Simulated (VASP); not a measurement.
# BaTiO3 (P4/mmm) in VASP: notebook

The runs below take BaTiO3 through electric field gradients, with PBE.

Everything below comes from runs of VASP 6.6.1. Logs are shortened: lines on timing, memory, paths and dates and some standing lists are left out, and cuts for length are marked.

### Step 1. The cell of the first run

Symmetry: P4/mmm, No. 123, tetragonal system. The conventional cell has a = 3.946 Å, b = 3.946 Å, c = 3.964 Å, α = 90.00°, β = 90.00°, γ = 90.00°. Within 3.7 Å of Ba (site symmetry 4/mmm) lie 12 O at 2.79 to 2.80 Å and 8 Ti at 3.42 Å. Within 2.6 Å of Ti (site symmetry 4/mmm) lie 6 O at 1.97 to 1.98 Å. Within 2.6 Å of O (site symmetry 4/mmm) lie 2 Ti at 1.98 Å. O (site symmetry mmm) has 2 Ti at 1.97 Å within 2.6 Å.

### Step 2. Electric field gradients, PBE (volume scaled by 0.96)

INCAR reads:

```
SYSTEM = BaTiO3
  PREC = Accurate
  ENCUT = 520
  EDIFF = 1E-8
  ISMEAR = -1
  SIGMA = 0.03
  LREAL = .FALSE.
  LASPH = .TRUE.
  NELM = 100
  ALGO = Normal
  ISIF = 2
  LWAVE = .FALSE.
  LCHARG = .FALSE.
  GGA = PE
  LEFG = .TRUE.
  NBANDS = 28
```

KPOINTS reads:

```
regular mesh
0
G
  7 7 7
  0 0 0
```

POSCAR reads:

```
BaTiO3
1.0
    3.9457420220      0.0000000000      0.0000000000
    0.0000000000      3.9457420220      0.0000000000
    0.0000000000      0.0000000000      3.9636960459
Ba Ti O
1 1 3
Direct
    0.0000000000      0.0000000000      0.0000000000
    0.5000000000      0.5000000000      0.5000000000
    0.5000000000      0.5000000000      0.0000000000
    0.5000000000      0.0000000000      0.5000000000
    0.0000000000      0.5000000000      0.5000000000
```

Potentials or basis: VASP PAW PBE potentials, release 64 (Ba_sv, Ti_sv, O).

The run is started by

```
> cat potpaw_PBE.64/Ba_sv/POTCAR potpaw_PBE.64/Ti_sv/POTCAR potpaw_PBE.64/O/POTCAR > POTCAR
> mpirun -np 1 vasp_std > vasp.out
```

OUTCAR:

```text
SYSTEM = BaTiO3
   PREC = Accurate
   ENCUT = 520
   EDIFF = 1E-8
   ISMEAR = -1
   LREAL = .FALSE.
   LASPH = .TRUE.
   NELM = 100
   ISIF = 2
   GGA = PE

 ion  position               nearest neighbor table
   1  0.000  0.000  0.000-   3 2.79   3 2.79   3 2.79   3 2.79   5 2.80   4 2.80   5 2.80   5 2.80
                             5 2.80   4 2.80   4 2.80   4 2.80   2 3.42   2 3.42   2 3.42   2 3.42
   2  0.500  0.500  0.500-   4 1.97   5 1.97   4 1.97   5 1.97   3 1.98   3 1.98   1 3.42   1 3.42
                             1 3.42   1 3.42   1 3.42   1 3.42   1 3.42   1 3.42
   3  0.500  0.500  0.000-   2 1.98   2 1.98   1 2.79   1 2.79   1 2.79   1 2.79
   4  0.500  0.000  0.500-   2 1.97   2 1.97   1 2.80   1 2.80   1 2.80   1 2.80
   5  0.000  0.500  0.500-   2 1.97   2 1.97   1 2.80   1 2.80   1 2.80   1 2.80

  LATTYP: Found a simple tetragonal cell.
 ALAT       =     3.9457420220
 C/A-ratio  =     1.0045502275

  Lattice vectors:

 A1 = (   3.9457420220,   0.0000000000,   0.0000000000)
 A2 = (   0.0000000000,   3.9457420220,   0.0000000000)
 A3 = (   0.0000000000,   0.0000000000,   3.9636960459)

Analysis of symmetry for initial positions (statically):
=====================================================================
 Subroutine PRICEL returns:
 Original cell was already a primitive cell.

 Routine SETGRP: Setting up the symmetry group for a
 simple tetragonal supercell.

 Subroutine GETGRP returns: Found 16 space group operations
 (whereof 16 operations were pure point group operations)
 out of a pool of 16 trial point group operations.

The static configuration has the point symmetry D_4h.

Analysis of symmetry for dynamics (positions and initial velocities):
=====================================================================
 Subroutine PRICEL returns:
 Original cell was already a primitive cell.

 Routine SETGRP: Setting up the symmetry group for a
 simple tetragonal supercell.

 Subroutine GETGRP returns: Found 16 space group operations
 (whereof 16 operations were pure point group operations)
 out of a pool of 16 trial point group operations.

The dynamic configuration has the point symmetry D_4h.

 Subroutine INISYM returns: Found 16 space group operations
 (whereof 16 operations are pure point group operations),
 and found     1 'primitive' translations

----------------------------------------------------------------------------------------

                                     Primitive cell

  volume of cell :      61.7103

  direct lattice vectors                    reciprocal lattice vectors
     3.945742022  0.000000000  0.000000000     0.253437755  0.000000000  0.000000000
     0.000000000  3.945742022  0.000000000     0.000000000  0.253437755  0.000000000
     0.000000000  0.000000000  3.963696046     0.000000000  0.000000000  0.252289779

  length of vectors
     3.945742022  3.945742022  3.963696046     0.253437755  0.253437755  0.252289779

  position of ions in fractional coordinates (direct lattice)
     0.000000000  0.000000000  0.000000000
     0.500000000  0.500000000  0.500000000
     0.500000000  0.500000000  0.000000000
     0.500000000  0.000000000  0.500000000
     0.000000000  0.500000000  0.500000000

  ion indices of the primitive-cell ions
   primitive index   ion index
                 1           1
                 2           2
                 3           3
                 4           4
                 5           5

----------------------------------------------------------------------------------------

 KPOINTS: regular mesh

Automatic generation of k-mesh.
 Grid dimensions read from file:
 generate k-points for:    7    7    7

 Generating k-lattice:
[... 50 lines left out ...]
   NGX,Y,Z   is equivalent  to a cutoff of  12.64, 12.64, 12.58 a.u.
   NGXF,Y,Z  is equivalent  to a cutoff of  25.28, 25.28, 25.17 a.u.
 SYSTEM =  BaTiO3
   PREC   = accura    normal or accurate (medium, high low for compatibility)
   ISTART =      0    job   : 0-new  1-cont  2-samecut
   ICHARG =      2    charge: 1-file 2-atom 10-const
   ISPIN  =      1    spin polarized calculation?
   LNONCOLLINEAR =      F non collinear calculations
   LSORBIT =      F    spin-orbit coupling
   LASPH  =      T    aspherical Exc in radial PAW
   ENCUT  =  520.0 eV  38.22 Ry    6.18 a.u.   7.34  7.34  7.37*2*pi/ulx,y,z
   NELM   =    100;   NELMIN=  2; NELMDL= -5     # of ELM steps
   EDIFF  = 0.1E-07   stopping-criterion for ELM
   LREAL  =      F    real-space projection
   EDIFFG = 0.1E-06   stopping-criterion for IOM
   NSW    =      0    number of steps for IOM
   IBRION =     -1    ionic relax: 0-MD 1-quasi-New 2-CG
   NFREE  =      0    steps in history (QN), initial steepest desc. (CG)
   ISIF   =      2    stress and relaxation
   ISYM   =      2    0-nonsym 1-usesym 2-fastsym
   POTIM  = 0.5000    time-step for ionic-motion
   TEBEG  =    0.0;   TEEND  =   0.0 temperature during run
   PSTRESS=    0.0 pullay stress
   NELECT =      40.0000    total number of electrons
   NUPDOWN=      -1.0000    fix difference up-down
   EMIN   =  10.00;   EMAX   =-10.00  energy-range for DOS
   EFERMI =   0.00;   METHOD = LEGACY
   ISMEAR =    -1;   SIGMA  =   0.03  broadening in eV -4-tet -1-fermi 0-gaus
   EFERMI_NEDOS =   21; number of points for ismear=-14 and -15
   IALGO  =     38    algorithm
   IMIX   =      4    mixing-type and parameters
     AMIX     =   0.40;   BMIX     =  1.00
     AMIX_MAG =   1.60;   BMIX_MAG =  1.00
  volume/ion in A,a.u.               =      12.34        83.29
  Fermi-wavevector in a.u.,A,eV,Ry     =   1.416801  2.677366 27.311324  2.007326
  Thomas-Fermi vector in A             =   2.538098
   LORBIT       =      0    0 simple, 1 ext, 2 COOP (PROOUT), +10 PAW based schemes
   GGA     = PE    functional components
   LHFCALC =     F    Hartree Fock is set to
   AEXX    =    0.0000 exact exchange contribution
   IVDW    =     0    specifies the selected vdW correction
   LEPSILON=     F    determine dielectric tensor
   LRPA    =     F    only Hartree local field effects (RPA)
 non-spin polarized calculation
  energy-cutoff  :      520.00
  volume of cell :       61.71
 maximum number of plane-waves:      1687
 NGX is ok and might be reduce to    30
   NGX = 15   NGY = 15   NGZ = 15

 number of electron      39.9999984 magnetization

 Free energy of the ion-electron system (eV)
  ---------------------------------------------------
  ext. energy  EPLUGINS =         0.00000000
  ---------------------------------------------------
  free energy    TOTEN  =       -39.85066035 eV

  energy without entropy =      -39.85066035  energy(sigma->0) =      -39.85066035

 E-fermi :   4.8381     XC(G=0): -11.4636

 val. band max:        4.0718297194   @ k =   0.4286   0.4286   0.4286
 cond. band min:       5.9527017307   @ k =   0.0000   0.0000   0.0000
 fundamental gap:      1.8808720113
 Fermi energy:         4.8380935410

 k-point     1 :       0.0000    0.0000    0.0000
  band No.  band energies     occupation
      1     -52.3395      2.00000
      2     -28.5735      2.00000
      3     -28.5735      2.00000
      4     -28.5708      2.00000
      5     -20.5956      2.00000
      6     -12.8437      2.00000
[... 733 lines left out ...]
     27      12.8497      0.00000
     28      13.2821      0.00000

 [... further k-points ...]

------------------------ aborting loop because EDIFF is reached ----------------------------------------

  FORCE on cell =-STRESS in cart. coord.  units (eV):
  Direction    XX          YY          ZZ          XY          YZ          ZX
  --------------------------------------------------------------------------------------
  -------------------------------------------------------------------------------------
  Total        4.5081197      4.5081197      4.0999584      0.0000000     -0.0000000      0.0000000
  in kB      117.0437695    117.0437695    106.4467279      0.0000000     -0.0000000      0.0000000
  external PRESSURE =     113.5114223 kB  Pullay stress =       0.0000000 kB

 VOLUME and BASIS-vectors are now :
 -----------------------------------------------------------------------------
  energy-cutoff  :      520.00
  volume of cell :       61.71
      direct lattice vectors                 reciprocal lattice vectors
     3.945742022  0.000000000  0.000000000     0.253437755  0.000000000  0.000000000
     0.000000000  3.945742022  0.000000000     0.000000000  0.253437755  0.000000000
     0.000000000  0.000000000  3.963696046     0.000000000  0.000000000  0.252289779

 POSITION                                       TOTAL-FORCE (eV/Angst)
 -----------------------------------------------------------------------------------
      0.00000      0.00000      0.00000         0.000000      0.000000      0.000000
      1.97287      1.97287      1.98185         0.000000      0.000000      0.000000
      1.97287      1.97287      0.00000         0.000000      0.000000      0.000000
      1.97287      0.00000      1.98185         0.000000      0.000000      0.000000
      0.00000      1.97287      1.98185         0.000000      0.000000      0.000000
 -----------------------------------------------------------------------------------
    total drift:                                0.000000      0.000000     -0.000000

  FREE ENERGIE OF THE ION-ELECTRON SYSTEM (eV)
  ---------------------------------------------------
  free  energy   TOTEN  =       -39.8506603525 eV

  energy  without entropy=      -39.8506603525  energy(sigma->0) =      -39.85066035

 Electric field gradients (V/A^2)
---------------------------------------------------------------------
 ion       V_xx      V_yy      V_zz      V_xy      V_xz      V_yz
---------------------------------------------------------------------
   1      -0.408    -0.408     0.815    -0.000     0.000    -0.000
   2      -2.102    -2.102     4.204     0.000     0.000    -0.000
   3     -11.449   -11.449    22.898    -0.000     0.000    -0.000
   4     -11.114    20.708    -9.594     0.000     0.000    -0.000
   5      20.708   -11.114    -9.594     0.000    -0.000     0.000
---------------------------------------------------------------------

 Electric field gradients after diagonalization (V/A^2)
 (convention: |V_zz| > |V_xx| > |V_yy|)
----------------------------------------------------------------------
 ion       V_xx      V_yy      V_zz     asymmetry (V_yy - V_xx)/ V_zz
----------------------------------------------------------------------
   1      -0.408    -0.408     0.815       0.000
   2      -2.102    -2.102     4.204       0.000
   3     -11.449   -11.449    22.898       0.000
   4     -11.114    -9.594    20.708       0.073
   5     -11.114    -9.594    20.708       0.073
----------------------------------------------------------------------

           NMR quadrupolar parameters

 Cq : quadrupolar parameter    Cq=e*Q*V_zz/h
 eta: asymmetry parameters     (V_yy - V_xx)/ V_zz
 Q  : nuclear electric quadrupole moment in mb (millibarn)
----------------------------------------------------------------------
 ion       Cq(MHz)       eta       Q (mb)
----------------------------------------------------------------------
   1       0.002       0.000       1.000
   2       0.010       0.000       1.000
   3       0.055       0.000       1.000
   4       0.050       0.073       1.000
   5       0.050       0.073       1.000
----------------------------------------------------------------------
```

Run time: 58 s. Hardware: 1 thread of Intel Xeon 6975P-C (Granite Rapids), shared host; peak memory 0.21 GiB.

Results:

| Quantity | Value |
| --- | --- |
| Free energy | -39.8507 eV |
| Pressure | 11.4 GPa |
| Band gap on the k mesh | 1.88 eV, indirect (least direct gap 1.92 eV) |

Electric field gradients, principal values (V/Å²):
```csv
atom,least,middle,greatest (by size)
1 Ba,-0.408,-0.408,0.815
2 Ti,-2.102,-2.102,4.204
3 O,-11.449,-11.449,22.898
4 O,-9.594,-11.114,20.708
5 O,-9.594,-11.114,20.708
```

Caveat: without QUAD_EFG the Cq values of the log hold for a quadrupole moment of 1 mb, not for the nuclei; spin-orbit coupling is left out, which moves the levels of the heavy elements.

### Step 3. Electric field gradients, PBE (volume scaled by 0.96)

INCAR reads:

```
PREC = Accurate
ENCUT = 520
EDIFF = 1E-8
ISMEAR = -1
SIGMA = 0.03
LREAL = False
LASPH = True
NELM = 80
ALGO = Normal
ISIF = 2
LWAVE = False
LCHARG = False
GGA = PE
LEFG = True
NBANDS = 28
```

KPOINTS reads:

```
regular mesh
0
Gamma
  7 7 7
```

POSCAR is that of step 2.

Potentials or basis: VASP PAW PBE potentials, release 64 (Ba_sv, Ti_sv, O).

The run is started by

```
> cat potpaw_PBE.64/Ba_sv/POTCAR potpaw_PBE.64/Ti_sv/POTCAR potpaw_PBE.64/O/POTCAR > POTCAR
> mpirun -np 1 vasp_std > vasp.out
```

OUTCAR:

```text
PREC = Accurate
   ENCUT = 520
   EDIFF = 1E-8
   ISMEAR = -1
   LREAL = False
   LASPH = True
   NELM = 80
   ISIF = 2
   GGA = PE

 ion  position               nearest neighbor table
   1  0.000  0.000  0.000-   3 2.79   3 2.79   3 2.79   3 2.79   5 2.80   4 2.80   5 2.80   5 2.80
                             5 2.80   4 2.80   4 2.80   4 2.80   2 3.42   2 3.42   2 3.42   2 3.42
   2  0.500  0.500  0.500-   4 1.97   5 1.97   4 1.97   5 1.97   3 1.98   3 1.98   1 3.42   1 3.42
                             1 3.42   1 3.42   1 3.42   1 3.42   1 3.42   1 3.42
   3  0.500  0.500  0.000-   2 1.98   2 1.98   1 2.79   1 2.79   1 2.79   1 2.79
   4  0.500  0.000  0.500-   2 1.97   2 1.97   1 2.80   1 2.80   1 2.80   1 2.80
   5  0.000  0.500  0.500-   2 1.97   2 1.97   1 2.80   1 2.80   1 2.80   1 2.80

[... 984 lines left out ...]
   3     -11.449   -11.449    22.898    -0.000     0.000    -0.000
   4     -11.114    20.708    -9.594     0.000     0.000    -0.000
   5      20.708   -11.114    -9.594     0.000    -0.000     0.000
---------------------------------------------------------------------

 Electric field gradients after diagonalization (V/A^2)
 (convention: |V_zz| > |V_xx| > |V_yy|)
----------------------------------------------------------------------
 ion       V_xx      V_yy      V_zz     asymmetry (V_yy - V_xx)/ V_zz
----------------------------------------------------------------------
   1      -0.408    -0.408     0.815       0.000
   2      -2.102    -2.102     4.204       0.000
   3     -11.449   -11.449    22.898       0.000
   4     -11.114    -9.594    20.708       0.073
   5     -11.114    -9.594    20.708       0.073
----------------------------------------------------------------------

           NMR quadrupolar parameters

 Cq : quadrupolar parameter    Cq=e*Q*V_zz/h
 eta: asymmetry parameters     (V_yy - V_xx)/ V_zz
 Q  : nuclear electric quadrupole moment in mb (millibarn)
----------------------------------------------------------------------
 ion       Cq(MHz)       eta       Q (mb)
----------------------------------------------------------------------
   1       0.002       0.000       1.000
   2       0.010       0.000       1.000
   3       0.055       0.000       1.000
   4       0.050       0.073       1.000
   5       0.050       0.073       1.000
----------------------------------------------------------------------
```

OSZICAR:

```text
N       E                     dE             d eps       ncg     rms          rms(c)
DAV:   1     0.439850384222E+03    0.43985E+03   -0.21027E+04  2240   0.156E+03
DAV:   2    -0.384932331867E+01   -0.44370E+03   -0.42195E+03  2544   0.433E+02
DAV:   3    -0.485754776890E+02   -0.44726E+02   -0.43963E+02  3116   0.136E+02
DAV:   4    -0.506454076165E+02   -0.20699E+01   -0.20657E+01  3364   0.248E+01
DAV:   5    -0.507017091231E+02   -0.56302E-01   -0.56293E-01  2960   0.325E+00    0.238E+01
DAV:   6    -0.399758088034E+02    0.10726E+02   -0.55591E+01  3196   0.678E+01    0.973E+00
DAV:   7    -0.399555117173E+02    0.20297E-01   -0.85365E+00  2944   0.215E+01    0.689E+00
DAV:   8    -0.398317579443E+02    0.12375E+00   -0.76190E-01  2700   0.791E+00    0.300E+00
DAV:   9    -0.398691982391E+02   -0.37440E-01   -0.21726E-01  3004   0.329E+00    0.127E+00
DAV:  10    -0.398508077994E+02    0.18390E-01   -0.91370E-02  2608   0.318E+00    0.207E-01
DAV:  11    -0.398507457144E+02    0.62085E-04   -0.34682E-03  2812   0.408E-01    0.666E-02
DAV:  12    -0.398506933926E+02    0.52322E-04   -0.26334E-04  2844   0.107E-01    0.413E-02
DAV:  13    -0.398506631599E+02    0.30233E-04   -0.28617E-04  2492   0.190E-01    0.224E-02
DAV:  14    -0.398506608798E+02    0.22801E-05   -0.31624E-05  2828   0.518E-02    0.705E-03
DAV:  15    -0.398506632721E+02   -0.23923E-05   -0.14795E-05  3248   0.346E-02    0.154E-02
DAV:  16    -0.398506602672E+02    0.30049E-05   -0.86590E-06  2956   0.295E-02    0.138E-03
DAV:  17    -0.398506603490E+02   -0.81780E-07   -0.42726E-07  2784   0.659E-03    0.159E-03
DAV:  18    -0.398506603525E+02   -0.35047E-08   -0.45069E-08  2740   0.200E-03
   1 F= -.39850660E+02 E0= -.39850660E+02  d E =-.626665E-12
```

Wall time 48 s (1 thread of Intel Xeon 6975P-C (Granite Rapids), shared host); peak memory 0.21 GiB.

Results:

| Property | Result |
| --- | --- |
| Free energy | -39.8507 eV |
| Pressure | 11.4 GPa |
| Band gap on the k mesh | 1.88 eV, indirect (least direct gap 1.92 eV) |

Stress tensor (GPa, compression positive):
```
11.70  0.00  0.00
 0.00 11.70  0.00
 0.00  0.00 10.64
```

Levels at points of the mesh, in eV from the valence-band top:
| k point | band 17 | band 18 | band 19 | band 20 | band 21 | band 22 | band 23 | band 24 |
| --- | --- | --- | --- | --- | --- | --- | --- | --- |
| (0.00, 0.00, 0.00) | -1.08 | -0.05 | -0.04 | -0.04 | 1.88 | 1.88 | 1.89 | 4.21 |

Electric field gradients, principal values (V/Å²):
```tsv
atom	least	middle	greatest (by size)
1 Ba	-0.408	-0.408	0.815
2 Ti	-2.102	-2.102	4.204
3 O	-11.449	-11.449	22.898
4 O	-9.594	-11.114	20.708
5 O	-9.594	-11.114	20.708
```

Caveat: without QUAD_EFG the Cq values of the log hold for a quadrupole moment of 1 mb, not for the nuclei; spin-orbit coupling is left out, which moves the levels of the heavy elements. A k mesh can miss the band edges.

(Continued in part 2 of 2.)
